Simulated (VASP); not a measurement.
# ScAl3 (Pm-3m) in VASP: a series of runs, part 4 of 4

VASP 6.6.1. The steps go on from the part before.

### Step 6. Relaxation of cell and atoms, revPBE+D3(BJ)

INCAR

```
SYSTEM = ScAl3
ALGO = Fast
EDIFF = 1E-7
EDIFFG = -0.01
ENCUT = 600
GGA = RE
IBRION = 2
ISIF = 3
ISMEAR = -1
IVDW = 12
LASPH = .True.
LCHARG = .False.
LREAL = .False.
LWAVE = .False.
NELM = 60
NSW = 60
PREC = Accurate
SIGMA = 0.05
```

KPOINTS

```
k-points
0
Gamma
  7 7 7
  0 0 0
```

POSCAR

```
ScAl3
1.0
    4.0878065700      0.0000000000      0.0000000000
    0.0000000000      4.0878065700      0.0000000000
    0.0000000000      0.0000000000      4.0878065700
Sc Al
1 3
Direct
    0.0000000000      0.0000000000      0.0000000000
    0.5000000000      0.5000000000      0.0000000000
    0.0000000000      0.5000000000      0.5000000000
    0.5000000000      0.0000000000      0.5000000000
```

Potentials or basis: VASP PAW PBE potentials, release 64 (Sc_sv, Al).

Command:

```console
$ cat potpaw_PBE.64/Sc_sv/POTCAR potpaw_PBE.64/Al/POTCAR > POTCAR
$ mpirun -np 1 vasp_std > vasp.out
```

OUTCAR:

```text
SYSTEM = ScAl3
   EDIFF = 1E-7
   EDIFFG = -0.01
   ENCUT = 600
   GGA = RE
   IBRION = 2
   ISIF = 3
   ISMEAR = -1
   IVDW = 12
   LASPH = .True.
   LREAL = .False.
   NELM = 60
   NSW = 60
   PREC = Accurate
 IVDW          = 12

 ion  position               nearest neighbor table
   1  0.000  0.000  0.000-   2 2.89   3 2.89   4 2.89   3 2.89   4 2.89   2 2.89   3 2.89   3 2.89
                             2 2.89   4 2.89   4 2.89   2 2.89
   2  0.500  0.500  0.000-   1 2.89   3 2.89   4 2.89   3 2.89   4 2.89   1 2.89   4 2.89   4 2.89
                             1 2.89   3 2.89   3 2.89   1 2.89
   3  0.000  0.500  0.500-   1 2.89   2 2.89   4 2.89   1 2.89   2 2.89   1 2.89   4 2.89   1 2.89
                             2 2.89   4 2.89   2 2.89   4 2.89
   4  0.500  0.000  0.500-   1 2.89   2 2.89   3 2.89   1 2.89   2 2.89   2 2.89   3 2.89   2 2.89
                             1 2.89   3 2.89   1 2.89   3 2.89

  LATTYP: Found a simple cubic cell.
 ALAT       =     4.0878065700

  Lattice vectors:

 A1 = (   4.0878065700,   0.0000000000,   0.0000000000)
 A2 = (   0.0000000000,   4.0878065700,   0.0000000000)
 A3 = (   0.0000000000,   0.0000000000,   4.0878065700)

Analysis of symmetry for initial positions (statically):
=====================================================================
 Subroutine PRICEL returns:
 Original cell was already a primitive cell.

 Routine SETGRP: Setting up the symmetry group for a
 simple cubic supercell.

 Subroutine GETGRP returns: Found 48 space group operations
 (whereof 48 operations were pure point group operations)
 out of a pool of 48 trial point group operations.

The static configuration has the point symmetry O_h .

Analysis of symmetry for dynamics (positions and initial velocities):
=====================================================================
 Subroutine PRICEL returns:
 Original cell was already a primitive cell.

 Routine SETGRP: Setting up the symmetry group for a
 simple cubic supercell.

 Subroutine GETGRP returns: Found 48 space group operations
 (whereof 48 operations were pure point group operations)
 out of a pool of 48 trial point group operations.

The dynamic configuration has the point symmetry O_h .

 Subroutine INISYM returns: Found 48 space group operations
 (whereof 48 operations are pure point group operations),
 and found     1 'primitive' translations

[... 100 lines left out ...]
   ISYM   =      2    0-nonsym 1-usesym 2-fastsym
   POTIM  = 0.5000    time-step for ionic-motion
   TEBEG  =    0.0;   TEEND  =   0.0 temperature during run
   PSTRESS=    0.0 pullay stress
   NELECT =      20.0000    total number of electrons
   NUPDOWN=      -1.0000    fix difference up-down
   EMIN   =  10.00;   EMAX   =-10.00  energy-range for DOS
   EFERMI =   0.00;   METHOD = LEGACY
   ISMEAR =    -1;   SIGMA  =   0.05  broadening in eV -4-tet -1-fermi 0-gaus
   EFERMI_NEDOS =   21; number of points for ismear=-14 and -15
   IALGO  =     68    algorithm
   IMIX   =      4    mixing-type and parameters
     AMIX     =   0.40;   BMIX     =  1.00
     AMIX_MAG =   1.60;   BMIX_MAG =  1.00
  volume/ion in A,a.u.               =      17.08       115.24
  Fermi-wavevector in a.u.,A,eV,Ry     =   1.087079  2.054282 16.078563  1.181741
  Thomas-Fermi vector in A             =   2.223230
   LORBIT       =      0    0 simple, 1 ext, 2 COOP (PROOUT), +10 PAW based schemes
   GGA     = RE    functional components
   LHFCALC =     F    Hartree Fock is set to
   AEXX    =    0.0000 exact exchange contribution
   IVDW    =    12    specifies the selected vdW correction
   LEPSILON=     F    determine dielectric tensor
   LRPA    =     F    only Hartree local field effects (RPA)
 conjugate gradient relaxation of ions
 non-spin polarized calculation
 RMM-DIIS sequential band-by-band and
  energy-cutoff  :      600.00
  volume of cell :       68.31
 maximum number of plane-waves:      2301
 NGX is ok and might be reduce to    36
   NGX = 17   NGY = 17   NGZ = 17

--------------------------------------- Ionic step        1  -------------------------------------------

 number of electron      20.0000002 magnetization

 Free energy of the ion-electron system (eV)
  ---------------------------------------------------
  ext. energy  EPLUGINS =         0.00000000
  ---------------------------------------------------
  free energy    TOTEN  =       -18.40729472 eV

  energy without entropy =      -18.39458996  energy(sigma->0) =      -18.40094234

------------------------ aborting loop because EDIFF is reached ----------------------------------------

 Edisp (eV)   -2.85286

 E8    (eV) :    -2.0423
[... 75 lines left out ...]
--------------------------------------- Ionic step        3  -------------------------------------------

 number of electron      20.0000001 magnetization

 Free energy of the ion-electron system (eV)
  ---------------------------------------------------
  ext. energy  EPLUGINS =         0.00000000
  ---------------------------------------------------
  free energy    TOTEN  =       -18.30383804 eV

  energy without entropy =      -18.29119499  energy(sigma->0) =      -18.29751652

 E-fermi :   7.6904     XC(G=0): -10.5507

 val. band max:        7.6248301517   @ k =   0.4286   0.4286   0.1429
 cond. band min:       7.6992140175   @ k =   0.2857   0.0000   0.0000
 fundamental gap:      0.0743838658
 Fermi energy:         7.6903611483

 k-point     1 :       0.0000    0.0000    0.0000
  band No.  band energies     occupation
      1     -41.1173      2.00000
      2     -19.7911      2.00000
      3     -19.7911      2.00000
      4     -19.7911      2.00000
      5      -2.4904      2.00000
      6       5.1215      2.00000
      7       5.1215      2.00000
      8       5.9498      2.00000
      9       5.9498      2.00000
     10       5.9498      2.00000
     11       9.0366      0.00000
     12       9.1202      0.00000
     13       9.1202      0.00000
     14       9.1202      0.00000
[... 356 lines left out ...]
  FREE ENERGIE OF THE ION-ELECTRON SYSTEM (eV)
  ---------------------------------------------------
  free  energy   TOTEN  =       -21.3056835016 eV

  energy  without entropy=      -21.2930404515  energy(sigma->0) =      -21.29936198

 reached required accuracy - stopping structural energy minimisation
```

OSZICAR:

```text
N       E                     dE             d eps       ncg     rms          rms(c)
DAV:   1     0.129796833138E+03    0.12980E+03   -0.91347E+03   560   0.145E+03
DAV:   2    -0.111463567589E+02   -0.14094E+03   -0.13834E+03   560   0.382E+02
DAV:   3    -0.192547309908E+02   -0.81084E+01   -0.78197E+01   890   0.777E+01
[... 50 lines left out ...]
RMM:  10    -0.183038376073E+02   -0.28759E-05   -0.31455E-05   657   0.439E-02    0.118E-02
RMM:  11    -0.183038382307E+02   -0.62344E-06   -0.63096E-06   652   0.222E-02    0.143E-02
RMM:  12    -0.183038377700E+02    0.46078E-06   -0.77491E-07   489   0.108E-02    0.111E-02
RMM:  13    -0.183038379815E+02   -0.21150E-06   -0.31036E-07   400   0.732E-03    0.113E-02
RMM:  14    -0.183038380426E+02   -0.61156E-07   -0.62663E-08   358   0.433E-03
   3 F= -.21305684E+02 E0= -.21299362E+02  d E =-.455308E-01
```

CONTCAR:

```text
ScAl3
   1.00000000000000
     4.0222076602351100    0.0000000000000000   -0.0000000000000000
    -0.0000000000000000    4.0222076602351100    0.0000000000000000
    -0.0000000000000000   -0.0000000000000000    4.0222076602351100
  Sc              Al
     1     3
Direct
     0.0000000000000000    0.0000000000000000    0.0000000000000000
     0.5000000000000000    0.5000000000000000    0.0000000000000000
     0.0000000000000000    0.5000000000000000    0.5000000000000000
     0.5000000000000000    0.0000000000000000    0.5000000000000000

  0.00000000E+00  0.00000000E+00  0.00000000E+00
  0.00000000E+00  0.00000000E+00  0.00000000E+00
  0.00000000E+00  0.00000000E+00  0.00000000E+00
  0.00000000E+00  0.00000000E+00  0.00000000E+00
```

Run time: 2.4 min. Hardware: 1 thread of Intel Xeon 8259CL, shared host; peak memory 0.23 GiB.

Results:

| Property | Result |
| --- | --- |
| Free energy | -21.3057 eV |
| Relaxed volume | 16.27 Å³/atom |
| Relaxed cell | a = 4.022 Å, b = 4.022 Å, c = 4.022 Å, α = 90.00°, β = 90.00°, γ = 90.00° |
| Space group after relaxing (to 0.05 Å) | Pm-3m (No. 221) |
| Energy gained by relaxing | 11.4 meV/atom |
| Ionic steps | 3 |
| Pressure after relaxing | 0.0 GPa |
| Band gap on the k mesh | zero (band 10 reaches 8.80 eV, above the bottom of band 11 at 5.06 eV) |
| Dispersion energy per atom | -0.750 eV |

The path:
```tsv
step	energy change (eV)	largest force (eV/Å)	pressure (GPa)	volume (Å³)
1	0.0000	0.0000	-4.32	68.31
2	-0.0382	0.0000	1.95	63.85
3	-0.0455	0.0000	0.03	65.07
```

Final structure:
```
Sc Al
1.0
     4.02221    0.00000    0.00000
     0.00000    4.02221    0.00000
     0.00000    0.00000    4.02221
Sc Al
1 3
Direct
  0.00000 0.00000 0.00000
  0.50000 0.50000 0.00000
  0.00000 0.50000 0.50000
  0.50000 0.00000 0.50000
```

Caveat: the PAW data sets were made with another functional, which shifts forces and pressure a little; pairwise dispersion overbinds metals, which lowers pressure and volume.

### Step 7. The runs side by side

```csv
task,level,cell,cutoff (eV),smearing,gap on the mesh (eV),pressure (GPa),relaxed volume (Å³/atom)
single point,PBE,as given,520,gaussian 0.027 eV,none,1.1,-
single point,PBE,as given,520,gaussian 0.028 eV,none,1.1,-
relaxation of cell and atoms,RPBE+D3(BJ),relaxed,600,fermi-dirac 0.05 eV,none,0.0,14.04
relaxation of cell and atoms,RPBE+D4,relaxed,600,fermi-dirac 0.05 eV,none,0.0,16.58
relaxation of cell and atoms,revPBE+D3(BJ),relaxed,600,fermi-dirac 0.05 eV,none,0.0,16.27
```

Alike in all rows: potentials or basis VASP PAW PBE potentials, release 64 (Sc_sv, Al); no spin polarisation; k mesh 7 × 7 × 7.

Caveats: the PAW data sets were made with another functional, which shifts forces and pressure a little (some runs); pairwise dispersion overbinds metals, which lowers pressure and volume (some runs); the volume moved by over 15 % at a fixed basis, so the end points are rough (some runs).

Total energies depend on the potentials used, so only differences within one code and one set of settings carry meaning.
